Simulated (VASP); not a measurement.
# Sn3C (Pm-3n) in VASP: further runs

Runs on Sn3C. Level: PBE. Tasks: single point.

All numbers are computed with VASP 6.6.1; they aren't measurements. Logs are shortened: lines on timing, memory, paths and dates and some standing lists are left out, and cuts for length are marked.

### 1 The cell of the first run

The structure is cubic, space group Pm-3n (No. 223). Conventional cell: a = 5.717 Å, b = 5.717 Å, c = 5.717 Å, α = 90.00°, β = 90.00°, γ = 90.00°. Within 3.8 Å of Sn (site symmetry -4m2) lie 10 Sn at 2.86 to 3.50 Å and 4 C at 3.20 Å. C (site symmetry m-3) has 12 Sn at 3.20 Å within 4.2 Å.

The cell was built from a structure type or drawn by symmetry, and may not be a known phase.

### 2 Single point, PBE

File INCAR:

```
PREC     = Accurate       # precision mode
ENCUT    = 520            # plane-wave cutoff, eV
EDIFF    = 1E-7           # SCF threshold, eV
ISMEAR   = 0              # smearing method
SIGMA    = 0.1            # smearing width, eV
LREAL    = False          # projectors in reciprocal space
LASPH    = True           # aspherical terms in the spheres
NELM     = 80             # most SCF steps
ALGO     = Normal         # electronic algorithm
ISIF     = 2              # what is computed and relaxed
LWAVE    = False          # write WAVECAR
LCHARG   = True           # write CHGCAR
GGA      = PE             # functional
LELF     = True           # ELF
LVHAR    = True         
NBANDS   = 56             # bands
```

File KPOINTS:

```
regular mesh
0
Gamma
  4 4 4
```

File POSCAR:

```
Sn3C
1.0
    5.7173911700      0.0000000000      0.0000000000
    0.0000000000      5.7173911700      0.0000000000
    0.0000000000      0.0000000000      5.7173911700
Sn C
6 2
Direct
    0.2500000000      0.0000000000      0.5000000000
    0.5000000000      0.7500000000      0.0000000000
    0.7500000000      0.0000000000      0.5000000000
    0.5000000000      0.2500000000      0.0000000000
    0.0000000000      0.5000000000      0.7500000000
    0.0000000000      0.5000000000      0.2500000000
    0.0000000000      0.0000000000      0.0000000000
    0.5000000000      0.5000000000      0.5000000000
```

Potentials or basis: VASP PAW PBE potentials, release 64 (Sn_d, C).

Launch:

```sh
> cat potpaw_PBE.64/Sn_d/POTCAR potpaw_PBE.64/C/POTCAR > POTCAR
> mpirun -np 1 vasp_std > vasp.out
```

OUTCAR:

```text
PREC = Accurate
   ENCUT = 520
   EDIFF = 1E-7
   ISMEAR = 0
   LREAL = False
   LASPH = True
   NELM = 80
   ISIF = 2
   GGA = PE

 ion  position               nearest neighbor table
   1  0.250  0.000  0.500-   3 2.86   3 2.86   4 3.50   2 3.50   4 3.50   2 3.50   6 3.50   5 3.50
                             6 3.50   5 3.50
   2  0.500  0.750  0.000-   4 2.86   4 2.86   1 3.50   1 3.50   3 3.50   3 3.50   6 3.50   5 3.50
                             5 3.50   6 3.50
   3  0.750  0.000  0.500-   1 2.86   1 2.86   4 3.50   2 3.50   4 3.50   2 3.50   6 3.50   5 3.50
                             6 3.50   5 3.50
   4  0.500  0.250  0.000-   2 2.86   2 2.86   3 3.50   1 3.50   3 3.50   1 3.50   6 3.50   5 3.50
                             5 3.50   6 3.50
   5  0.000  0.500  0.750-   6 2.86   6 2.86   3 3.50   4 3.50   1 3.50   2 3.50   1 3.50   3 3.50
                             2 3.50   4 3.50
   6  0.000  0.500  0.250-   5 2.86   5 2.86   3 3.50   4 3.50   1 3.50   2 3.50   1 3.50   3 3.50
                             2 3.50   4 3.50
   7  0.000  0.000  0.000-
   8  0.500  0.500  0.500-

  LATTYP: Found a simple cubic cell.
 ALAT       =     5.7173911700

  Lattice vectors:

 A1 = (   5.7173911700,   0.0000000000,   0.0000000000)
 A2 = (   0.0000000000,   5.7173911700,   0.0000000000)
 A3 = (   0.0000000000,   0.0000000000,   5.7173911700)

Analysis of symmetry for initial positions (statically):
=====================================================================
 Subroutine PRICEL returns:
 Original cell was already a primitive cell.

 Routine SETGRP: Setting up the symmetry group for a
 simple cubic supercell.

 Subroutine GETGRP returns: Found 48 space group operations
 (whereof 24 operations were pure point group operations)
 out of a pool of 48 trial point group operations.

The static configuration has the point symmetry T_h .
 The point group associated with its full space group is O_h .

Analysis of symmetry for dynamics (positions and initial velocities):
=====================================================================
 Subroutine PRICEL returns:
 Original cell was already a primitive cell.

 Routine SETGRP: Setting up the symmetry group for a
 simple cubic supercell.

 Subroutine GETGRP returns: Found 48 space group operations
 (whereof 24 operations were pure point group operations)
 out of a pool of 48 trial point group operations.

The dynamic configuration has the point symmetry T_h .
 The point group associated with its full space group is O_h .

 Subroutine INISYM returns: Found 48 space group operations
 (whereof 24 operations are pure point group operations),
 and found     1 'primitive' translations

----------------------------------------------------------------------------------------

                                     Primitive cell

  volume of cell :     186.8933

  direct lattice vectors                    reciprocal lattice vectors
     5.717391170  0.000000000  0.000000000     0.174904947  0.000000000  0.000000000
     0.000000000  5.717391170  0.000000000     0.000000000  0.174904947  0.000000000
     0.000000000  0.000000000  5.717391170     0.000000000  0.000000000  0.174904947

  length of vectors
     5.717391170  5.717391170  5.717391170     0.174904947  0.174904947  0.174904947

  position of ions in fractional coordinates (direct lattice)
     0.250000000  0.000000000  0.500000000
     0.500000000  0.750000000  0.000000000
     0.750000000  0.000000000  0.500000000
     0.500000000  0.250000000  0.000000000
     0.000000000  0.500000000  0.750000000
     0.000000000  0.500000000  0.250000000
     0.000000000  0.000000000  0.000000000
     0.500000000  0.500000000  0.500000000

  ion indices of the primitive-cell ions
   primitive index   ion index
                 1           1
                 2           2
                 3           3
                 4           4
                 5           5
                 6           6
                 7           7
                 8           8

----------------------------------------------------------------------------------------

 KPOINTS: regular mesh

Automatic generation of k-mesh.
 Grid dimensions read from file:
 generate k-points for:    4    4    4

 Generating k-lattice:

  Cartesian coordinates                     Fractional coordinates (reciprocal lattice)
     0.043726237  0.000000000  0.000000000     0.250000000  0.000000000  0.000000000
     0.000000000  0.043726237  0.000000000     0.000000000  0.250000000  0.000000000
     0.000000000  0.000000000  0.043726237     0.000000000  0.000000000  0.250000000

  Length of vectors
     0.043726237  0.043726237  0.043726237

  Shift w.r.t. Gamma in fractional coordinates (k-lattice)
     0.000000000  0.000000000  0.000000000

 Subroutine IBZKPT returns following result:
 ===========================================

 Found     10 irreducible k-points:

 Following reciprocal coordinates:
            Coordinates               Weight
  0.000000  0.000000  0.000000      1.000000
  0.250000  0.000000  0.000000      6.000000
  0.500000  0.000000  0.000000      3.000000
  0.250000  0.250000  0.000000     12.000000
  0.500000  0.250000  0.000000     12.000000
  0.500000  0.500000  0.000000      3.000000
  0.250000  0.250000  0.250000      8.000000
  0.500000  0.250000  0.250000     12.000000
  0.500000  0.500000  0.250000      6.000000
  0.500000  0.500000  0.500000      1.000000
   k-points           NKPTS =     10   k-points in BZ     NKDIM =     10   number of bands    NBANDS=     56
   number of dos      NEDOS =    301   number of ions     NIONS =      8
   total plane-waves  NPLWV = 110592
   dimension x,y,z NGX =    48 NGY =   48 NGZ =   48
   dimension x,y,z NGXF=    96 NGYF=   96 NGZF=   96
   ions per type =               6   2
   NGX,Y,Z   is equivalent  to a cutoff of  13.96, 13.96, 13.96 a.u.
   NGXF,Y,Z  is equivalent  to a cutoff of  27.91, 27.91, 27.91 a.u.
 SYSTEM =  unknown system
   PREC   = accura    normal or accurate (medium, high low for compatibility)
   ISTART =      0    job   : 0-new  1-cont  2-samecut
   ICHARG =      2    charge: 1-file 2-atom 10-const
   ISPIN  =      1    spin polarized calculation?
   LNONCOLLINEAR =      F non collinear calculations
   LSORBIT =      F    spin-orbit coupling
   LASPH  =      T    aspherical Exc in radial PAW
   ENCUT  =  520.0 eV  38.22 Ry    6.18 a.u.  10.63 10.63 10.63*2*pi/ulx,y,z
   NELM   =     80;   NELMIN=  2; NELMDL= -5     # of ELM steps
   EDIFF  = 0.1E-06   stopping-criterion for ELM
   LREAL  =      F    real-space projection
   EDIFFG = 0.1E-05   stopping-criterion for IOM
   NSW    =      0    number of steps for IOM
   IBRION =     -1    ionic relax: 0-MD 1-quasi-New 2-CG
   NFREE  =      0    steps in history (QN), initial steepest desc. (CG)
   ISIF   =      2    stress and relaxation
   ISYM   =      2    0-nonsym 1-usesym 2-fastsym
   POTIM  = 0.5000    time-step for ionic-motion
   TEBEG  =    0.0;   TEEND  =   0.0 temperature during run
   PSTRESS=    0.0 pullay stress
   NELECT =      92.0000    total number of electrons
   NUPDOWN=      -1.0000    fix difference up-down
   EMIN   =  10.00;   EMAX   =-10.00  energy-range for DOS
   EFERMI =   0.00;   METHOD = LEGACY
   ISMEAR =     0;   SIGMA  =   0.10  broadening in eV -4-tet -1-fermi 0-gaus
   EFERMI_NEDOS =   21; number of points for ismear=-14 and -15
   IALGO  =     38    algorithm
   IMIX   =      4    mixing-type and parameters
     AMIX     =   0.40;   BMIX     =  1.00
     AMIX_MAG =   1.60;   BMIX_MAG =  1.00
  volume/ion in A,a.u.               =      23.36       157.65
  Fermi-wavevector in a.u.,A,eV,Ry     =   1.292626  2.442709 22.733727  1.670882
  Thomas-Fermi vector in A             =   2.424322
   LORBIT       =      0    0 simple, 1 ext, 2 COOP (PROOUT), +10 PAW based schemes
   GGA     = PE    functional components
   LHFCALC =     F    Hartree Fock is set to
   AEXX    =    0.0000 exact exchange contribution
   IVDW    =     0    specifies the selected vdW correction
   LEPSILON=     F    determine dielectric tensor
   LRPA    =     F    only Hartree local field effects (RPA)
 non-spin polarized calculation
 Gauss-broadening in eV      SIGMA  =   0.10
  energy-cutoff  :      520.00
  volume of cell :      186.89
 maximum number of plane-waves:      5056
 NGX is ok and might be reduce to    48
   NGX = 21   NGY = 21   NGZ = 21

 number of electron      92.0000028 magnetization

 Free energy of the ion-electron system (eV)
  ---------------------------------------------------
  ext. energy  EPLUGINS =         0.00000000
  ---------------------------------------------------
  free energy    TOTEN  =       -29.74693469 eV

  energy without entropy =      -29.69804523  energy(sigma->0) =      -29.72248996

 E-fermi :   7.1990     XC(G=0): -10.3358

 val. band max:        7.1928457222   @ k =   0.2500   0.2500   0.0000
 cond. band min:       7.2208822386   @ k =   0.5000   0.5000   0.5000
 fundamental gap:      0.0280365164
 Fermi energy:         7.1990220313

 k-point     1 :       0.0000    0.0000    0.0000
  band No.  band energies     occupation
      1     -14.6235      2.00000
      2     -14.6100      2.00000
      3     -14.6100      2.00000
      4     -14.4276      2.00000
      5     -14.4276      2.00000
      6     -14.4276      2.00000
[... 48 lines left out ...]
     55      10.8095      0.00000
     56      10.8095      0.00000

 k-point     2 :       0.2500    0.0000    0.0000
  band No.  band energies     occupation
      1     -14.6180      2.00000
      2     -14.6113      2.00000
      3     -14.5276      2.00000
      4     -14.4213      2.00000
      5     -14.4124      2.00000
      6     -14.4124      2.00000
[... 48 lines left out ...]
     55      10.0246      0.00000
     56      11.0611      0.00000
[... 411 lines left out ...]
     55       9.9942      0.00000
     56      10.5732      0.00000

 k-point    10 :       0.5000    0.5000    0.5000
  band No.  band energies     occupation
      1     -14.3359      2.00000
      2     -14.3359      2.00000
      3     -14.3359      2.00000
      4     -14.3359      2.00000
      5     -14.3359      2.00000
      6     -14.3359      2.00000
[... 48 lines left out ...]
     55       9.9169      0.00000
     56       9.9169      0.00000

------------------------ aborting loop because EDIFF is reached ----------------------------------------

  FORCE on cell =-STRESS in cart. coord.  units (eV):
  Direction    XX          YY          ZZ          XY          YZ          ZX
  --------------------------------------------------------------------------------------
  -------------------------------------------------------------------------------------
  Total       -0.2285431     -0.2285431     -0.2285431     -0.0000000     -0.0000000      0.0000000
  in kB       -1.9592280     -1.9592280     -1.9592280     -0.0000000     -0.0000000      0.0000000
  external PRESSURE =      -1.9592280 kB  Pullay stress =       0.0000000 kB

 VOLUME and BASIS-vectors are now :
 -----------------------------------------------------------------------------
  energy-cutoff  :      520.00
  volume of cell :      186.89
      direct lattice vectors                 reciprocal lattice vectors
     5.717391170  0.000000000  0.000000000     0.174904947  0.000000000  0.000000000
     0.000000000  5.717391170  0.000000000     0.000000000  0.174904947  0.000000000
     0.000000000  0.000000000  5.717391170     0.000000000  0.000000000  0.174904947

 POSITION                                       TOTAL-FORCE (eV/Angst)
 -----------------------------------------------------------------------------------
      1.42935      0.00000      2.85870        -0.000000     -0.000000      0.000000
      2.85870      4.28804      0.00000         0.000000      0.000000      0.000000
      4.28804      0.00000      2.85870         0.000000     -0.000000      0.000000
      2.85870      1.42935      0.00000        -0.000000     -0.000000      0.000000
      0.00000      2.85870      4.28804         0.000000     -0.000000     -0.000000
      0.00000      2.85870      1.42935         0.000000      0.000000      0.000000
      0.00000      0.00000      0.00000         0.000000      0.000000      0.000000
      2.85870      2.85870      2.85870         0.000000      0.000000      0.000000
 -----------------------------------------------------------------------------------
    total drift:                                0.000000     -0.000000      0.000000

  FREE ENERGIE OF THE ION-ELECTRON SYSTEM (eV)
  ---------------------------------------------------
  free  energy   TOTEN  =       -29.7469346949 eV

  energy  without entropy=      -29.6980452270  energy(sigma->0) =      -29.72248996
```

It took 2.6 min on 1 thread of Intel Xeon Platinum 8488C (Sapphire Rapids), shared host; peak memory 0.34 GiB.

What came out:

```yaml
Free_energy: -29.7469 eV
Pressure: -0.2 GPa
Band_gap_on_the_k_mesh: zero (bands 46 and 47 overlap by 1.05 eV)
```

Levels at points of the mesh, in eV from the Fermi level:
```tsv
k point	band 44	band 45	band 46	band 47	band 48	band 49
(0.00, 0.00, 0.00)	-1.40	-1.40	-1.40	-0.94	0.35	0.35
(0.50, 0.00, 0.00)	-1.18	-0.45	-0.45	0.05	0.05	1.49
(0.50, 0.50, 0.00)	-0.14	-0.07	-0.07	0.26	0.42	1.19
(0.50, 0.50, 0.50)	0.02	0.02	0.02	1.96	1.96	1.96
```

Caveat: spin-orbit coupling is left out, which moves the levels of the heavy elements.

(Continued in part 2 of 2.)
